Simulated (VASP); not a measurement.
Input of a VASP 6.6.1 run:

The input INCAR:

```
SYSTEM = CuO
PREC = Accurate
ENCUT = 520
EDIFF = 1E-6
ISMEAR = 0
SIGMA = 0.1
LREAL = .False.
LASPH = .True.
NELM = 80
ALGO = Normal
ISIF = 2
LWAVE = .False.
LCHARG = .False.
GGA = PE
NBANDS = 25
```

File KPOINTS:

```
regular mesh
0
Gamma
  16 16 10
  0 0 0
```

POSCAR

```
CuO
1.0
    2.9488520032      0.0000000000      0.0000000000
    0.0000000000      2.9488520032      0.0000000000
    0.0000000000      0.0000000000      5.1507003635
Cu O
2 2
Direct
    0.5000000000      0.0000000000      0.5000000000
    0.0000000000      0.5000000000      0.0000000000
    0.0000000000      0.0000000000      0.2500000000
    0.0000000000      0.0000000000      0.7500000000
```

Potentials or basis: VASP PAW PBE potentials, release 64 (Cu, O).

The run is started by

```console
$ cat potpaw_PBE.64/Cu/POTCAR potpaw_PBE.64/O/POTCAR > POTCAR
$ mpirun -np 1 vasp_std > vasp.out
```

Task: Predict the band gap on the k mesh.

Result: Zero (bands 17 and 18 overlap by 1.18 eV).

Task: Estimate the pressure.

Result: 0.7 GPa.

Stress tensor (GPa, compression positive):
```
0.57 0.00 0.00
0.00 0.57 0.00
0.00 0.00 0.95
```

Caveat: semilocal functionals often make such compounds metallic where correlation or magnetic order opens a gap, which also shifts bond lengths. With open d or f shells a metallic result of PBE can be an artefact of self-interaction; +U or a hybrid may open a gap.
